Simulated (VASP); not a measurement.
# Y (R32) in VASP: notebook, part 2 of 2

VASP 6.6.1. The steps go on from the part before.

## (3) Single point, PBE

This run uses another cell than the first one, of 38.36 Å³/atom, 0.998 times its volume.

INCAR

```
PREC = Accurate
ENCUT = 520
EDIFF = 1E-6
ISMEAR = 0
SIGMA = 0.1
LREAL = F
LASPH = T
NELM = 100
ALGO = Normal
ISIF = 2
LWAVE = F
LCHARG = F
GGA = PE
NBANDS = 36
```

KPOINTS

```
Automatic mesh
0
Gamma
  3 3 3
```

POSCAR

```
Y
1.0
    4.3012294074      2.4833159562      2.9925463526
   -4.3012294074      2.4833159562      2.9925463526
    0.0000000000     -4.9666319125      2.9925463525
Y
5
Direct
    0.3214856323      0.3214856323      0.3214856323
    0.6785143677      0.6785143677      0.6785143677
    0.0000000000      0.7755870680      0.2244129320
    0.2244129320      0.0000000000      0.7755870680
    0.7755870680      0.2244129320      0.0000000000
```

Potentials or basis: VASP PAW PBE potentials, release 64 (Y_sv).

The run is started by

```
$ cat potpaw_PBE.64/Y_sv/POTCAR > POTCAR
$ mpirun -np 1 vasp_std > vasp.out
```

OUTCAR:

```text
PREC = Accurate
   ENCUT = 520
   EDIFF = 1E-6
   ISMEAR = 0
   LREAL = F
   LASPH = T
   NELM = 100
   ISIF = 2
   GGA = PE

 ion  position               nearest neighbor table
   1  0.321  0.321  0.321-   2 3.21   3 3.43   5 3.43   4 3.43   5 3.47   4 3.47   3 3.47
   2  0.679  0.679  0.679-   1 3.21   4 3.43   5 3.43   3 3.43   5 3.47   3 3.47   4 3.47
   3  0.000  0.776  0.224-   5 3.34   4 3.34   5 3.40   4 3.40   1 3.43   2 3.43   2 3.47   1 3.47

   4  0.224  0.000  0.776-   5 3.34   3 3.34   5 3.40   3 3.40   2 3.43   1 3.43   1 3.47   2 3.47

   5  0.776  0.224  0.000-   3 3.34   4 3.34   3 3.40   4 3.40   2 3.43   1 3.43   2 3.47   1 3.47

  LATTYP: Found a trigonal (rhomboedric) cell.
 ALAT       =     5.7985141395
 COS(alpha) =    -0.1004790201

  Lattice vectors:

 A1 = (   4.3012294074,   2.4833159562,   2.9925463526)
 A2 = (  -4.3012294074,   2.4833159562,   2.9925463526)
 A3 = (   0.0000000000,  -4.9666319125,   2.9925463525)

Analysis of symmetry for initial positions (statically):
[... 159 lines left out ...]
  energy without entropy =      -28.57269007  energy(sigma->0) =      -28.60162034

 E-fermi :   2.1687     XC(G=0):  -8.7256

 val. band max:        2.1475165163   @ k =   0.0000   0.0000   0.0000
 cond. band min:       2.1930990603   @ k =  -0.3333   0.3333   0.0000
 fundamental gap:      0.0455825440
 Fermi energy:         2.1686541886

 k-point     1 :       0.0000    0.0000    0.0000
  band No.  band energies     occupation
      1     -40.9482      2.00000
      2     -40.8994      2.00000
      3     -40.7414      2.00000
      4     -40.6832      2.00000
      5     -40.6832      2.00000
      6     -21.1267      2.00000
[... 223 lines left out ...]
     35       3.8264      0.00000
     36       3.8933      0.00000

------------------------ aborting loop because EDIFF is reached ----------------------------------------

  FORCE on cell =-STRESS in cart. coord.  units (eV):
  Direction    XX          YY          ZZ          XY          YZ          ZX
  --------------------------------------------------------------------------------------
  -------------------------------------------------------------------------------------
  Total       -0.1009232     -0.1009232      0.3234539      0.0000000     -0.0000000      0.0000000
  in kB       -0.8431110     -0.8431110      2.7021304      0.0000000     -0.0000000      0.0000000
  external PRESSURE =       0.3386362 kB  Pullay stress =       0.0000000 kB

 VOLUME and BASIS-vectors are now :
 -----------------------------------------------------------------------------
  energy-cutoff  :      520.00
  volume of cell :      191.79
      direct lattice vectors                 reciprocal lattice vectors
     4.301229407  2.483315956  2.992546353     0.116245834  0.067114564  0.111387860
    -4.301229407  2.483315956  2.992546353    -0.116245834  0.067114564  0.111387860
     0.000000000 -4.966631912  2.992546352     0.000000000 -0.134229127  0.111387860

 POSITION                                       TOTAL-FORCE (eV/Angst)
 -----------------------------------------------------------------------------------
      0.00000     -0.00000      2.88618        -0.000000      0.000000     -0.036940
      0.00000     -0.00000      6.09146        -0.000000     -0.000000      0.036940
     -3.33598      0.81145      2.99255         0.016200     -0.028059     -0.000000
      0.96525     -3.29477      2.99255         0.016200      0.028059      0.000000
      2.37073      2.48332      2.99255        -0.032400     -0.000000     -0.000000
 -----------------------------------------------------------------------------------
    total drift:                                0.000000      0.000000     -0.000000

  FREE ENERGIE OF THE ION-ELECTRON SYSTEM (eV)
  ---------------------------------------------------
  free  energy   TOTEN  =       -28.6305506144 eV

  energy  without entropy=      -28.5726900712  energy(sigma->0) =      -28.60162034
```

OSZICAR:

```text
N       E                     dE             d eps       ncg     rms          rms(c)
DAV:   1     0.326261580996E+03    0.32626E+03   -0.26882E+04   432   0.142E+03
DAV:   2     0.709616632632E+01   -0.31917E+03   -0.31191E+03   472   0.369E+02
DAV:   3    -0.263156903042E+02   -0.33412E+02   -0.32676E+02   752   0.635E+01
DAV:   4    -0.296605287209E+02   -0.33448E+01   -0.32995E+01   672   0.207E+01
DAV:   5    -0.298201961368E+02   -0.15967E+00   -0.15918E+00   668   0.388E+00    0.451E+01
DAV:   6    -0.287648978224E+02    0.10553E+01   -0.21492E+00   520   0.696E+00    0.261E+01
DAV:   7    -0.286173200665E+02    0.14758E+00   -0.20273E+00   556   0.597E+00    0.476E+00
DAV:   8    -0.286398510328E+02   -0.22531E-01   -0.31922E-01   664   0.191E+00    0.167E+00
DAV:   9    -0.286301620512E+02    0.96890E-02   -0.60123E-02   508   0.122E+00    0.572E-01
DAV:  10    -0.286305308856E+02   -0.36883E-03   -0.97362E-03   616   0.484E-01    0.121E-01
DAV:  11    -0.286305451840E+02   -0.14298E-04   -0.53705E-04   588   0.107E-01    0.389E-02
DAV:  12    -0.286305489083E+02   -0.37243E-05   -0.58897E-05   648   0.401E-02    0.159E-02
DAV:  13    -0.286305512751E+02   -0.23668E-05   -0.55247E-06   496   0.108E-02    0.754E-03
DAV:  14    -0.286305506144E+02    0.66072E-06   -0.10700E-06   336   0.633E-03
   1 F= -.28630551E+02 E0= -.28601620E+02  d E =-.578605E-01
```

Wall time 46 s (1 thread of Intel Xeon 6975P-C (Granite Rapids), shared host); peak memory 0.32 GiB.

Results:

```yaml
Free_energy: -28.6306 eV
Pressure: 0.0 GPa
Largest_force: 0.037 eV/Å
```

Forces in eV/Å, atoms in the order of the input:
```
Y    0.000  0.000 -0.037
Y    0.000  0.000  0.037
Y    0.016 -0.028  0.000
Y    0.016  0.028  0.000
Y   -0.032  0.000  0.000
```

Caveat: the k points lie up to 0.37 Å⁻¹ apart.

## (4) Relaxation of cell and atoms, PBE

This run uses another cell than the first one, of 35.70 Å³/atom, 0.929 times its volume.

INCAR

```
SYSTEM = Y
  PREC = Accurate
  ENCUT = 600
  EDIFF = 1E-6
  ISMEAR = 0
  SIGMA = 0.1
  LREAL = .FALSE.
  LASPH = .TRUE.
  NELM = 100
  ALGO = Normal
  ISIF = 3
  LWAVE = .FALSE.
  LCHARG = .FALSE.
  GGA = PE
  IBRION = 2
  NSW = 90
  EDIFFG = -0.04
```

KPOINTS

```
regular mesh
0
G
  3 3 3
  0 0 0
```

POSCAR

```
Y
1.0
    3.9934160907      2.3055998549      3.2308010844
   -3.9934160907      2.3055998549      3.2308010844
    0.0000000000     -4.6111997099      3.2308010844
Y
5
Direct
    0.3333333333      0.3333333333      0.3333333333
    0.6666666667      0.6666666667      0.6666666667
    0.0000000000      0.6039233333      0.3960766667
    0.3960766667      0.0000000000      0.6039233333
    0.6039233333      0.3960766667      0.0000000000
```

The run is started by

```
$ cat potpaw_PBE.64/Y_sv/POTCAR > POTCAR
$ mpirun -np 1 vasp_std > vasp.out
```

Wall time 30 min (1 thread of Intel Xeon 6975P-C (Granite Rapids), shared host); peak memory 0.37 GiB.

It converged, with:

```yaml
Free_energy: -30.0517 eV
Relaxed_volume: 36.23 Å³/atom
Relaxed_cell: a = 6.615 Å, b = 6.615 Å, c = 6.615 Å, α = 55.07°, β = 55.07°, γ = 55.07°
Space_group_after_relaxing_to_0.05_Å: R32 (No. 155)
Energy_gained_by_relaxing: 2163.4 meV/atom
Ionic_steps: 53
Pressure_after_relaxing: 0.0 GPa
Largest_force_after_relaxing: 0.033 eV/Å
```

Forces in eV/Å, atoms in the order of the input:
```
Y    0.000  0.000 -0.010
Y    0.000  0.000  0.010
Y    0.017 -0.029  0.000
Y    0.017  0.029  0.000
Y   -0.033  0.000  0.000
```

Stress tensor (GPa, compression positive):
```
 0.09  0.00  0.00
 0.00  0.09  0.00
 0.00  0.00 -0.04
```

The path:
```
step  energy change (eV)  largest force (eV/Å)  pressure (GPa)  volume (Å³)
   1              0.0000                1.5827            9.35       178.48
   3             -4.1032                0.5753            0.14       264.21
   5             -4.1734                0.6243           -0.38       280.33
   7             -4.4673                0.7163            0.11       261.32
   9             -4.6410                0.6722            1.25       233.21
  11             -4.8693                0.5435            1.45       226.77
  13             -5.3986                0.9882            4.54       202.11
  15             -5.6964                0.6901            2.94       209.79
  17             -5.8315                2.9822            4.01       212.39
  19             -6.5587                0.9327            1.94       216.68
  21             -7.0303                0.2919           -0.78       237.28
  23             -7.0753                0.3065           -0.74       234.89
  25             -7.2528                0.3387            1.20       204.77
  27             -7.4442                0.2492            0.60       207.30
  29             -8.3645                2.2163            1.84       200.43
  31             -8.4370                1.8607            1.40       201.98
  33             -8.5254                2.1973            0.88       205.87
  35             -8.7668                1.8713            0.03       208.44
  37             -9.3378                0.8340           -2.80       219.87
  39             -9.6041                1.0104           -3.18       217.54
  41            -10.3370                1.2001            3.16       167.02
  43            -10.4626                1.2005            0.90       177.93
  45            -10.6990                0.5333            0.46       179.99
  47            -10.7827                0.2367           -0.14       182.78
  49            -10.8070                0.1135           -0.55       185.02
  51            -10.8151                0.0599            0.04       181.28
  53            -10.8169                0.0331            0.05       181.17
```

Final structure:
```xyz
5
Lattice="3.0578 1.7654 5.5935 -3.0578 1.7654 5.5935 0.0000 -3.5309 5.5935" Properties=species:S:1:pos:R:3 pbc="T T T"
Y     0.0000    0.0000    2.7886
Y     0.0000    0.0000   13.9918
Y     1.0415    1.7270   11.1869
Y     1.0415   -1.7270    5.5935
Y     0.9748    1.7654    5.5935
```

Levels at points of the mesh, in eV from the Fermi level:
```
           k point  band 23  band 24  band 25  band 26  band 27  band 28  band 29  band 30  band 31  band 32
(0.00, 0.00, 0.00)    -0.52    -0.49    -0.49    -0.10    -0.10     0.18     0.35     0.35     0.53     0.79
```

Caveat: the k points lie up to 0.41 Å⁻¹ apart in the final cell.

## (5) Summary

| task | cell | k mesh | cutoff (eV) | gap on the mesh (eV) | pressure (GPa) | largest force (eV/Å) |
| --- | --- | --- | --- | --- | --- | --- |
| single point | a = 5.801 Å, angles 95.6°, 5 atoms | 9 × 9 × 9 | 520 | none | -0.1 | 0.01 |
| single point | a = 5.799 Å, angles 95.8°, 5 atoms | 3 × 3 × 3 | 520 | none | 0.0 | 0.04 |
| relaxation of cell and atoms | relaxed from a = 5.630 Å, angles 90.3°, 5 atoms | 3 × 3 × 3 | 600 | none | 0.0 | 0.03 |

Alike in all rows: level PBE; potentials or basis VASP PAW PBE potentials, release 64 (Y_sv); no spin polarisation; smearing gaussian 0.1 eV.

Caveats: some runs use coarse meshes.

Total energies depend on the potentials used, so only differences within one code and one set of settings carry meaning.
